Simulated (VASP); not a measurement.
Crystal: BeGa3.

```
CELL_PARAMETERS angstrom
-2.04362 2.04362 3.79068
2.04362 -2.04362 3.79068
2.04362 2.04362 -3.79068
ATOMIC_POSITIONS crystal
Be 0.00000 0.00000 0.00000
Ga 0.75000 0.25000 0.50000
Ga 0.25000 0.75000 0.50000
Ga 0.50000 0.50000 0.00000
```

Base run:

| Quantity | Value |
| --- | --- |
| Program | VASP 6.6.1 |
| Functional | PBE |
| Potentials or basis | VASP PAW PBE potentials, release 64 (Be, Ga_d) |
| Cutoff | 600 eV |
| k mesh | 4 × 4 × 4, shifted |
| Occupations | gaussian, width 0.1 eV |
| Spin | no spin polarisation |

Its results: band gap on the k mesh zero (an odd number of electrons rules out a gap without spin polarisation); pressure -0.1 GPa.

Task: The run is repeated on the same cell with these changes: k mesh from 4 × 4 × 4, shifted to 2 × 2 × 2, through Γ. What comes out?

Result: Band gap on the k mesh zero (an odd number of electrons rules out a gap without spin polarisation); pressure 3.5 GPa.

Caveats: some runs use coarse meshes.
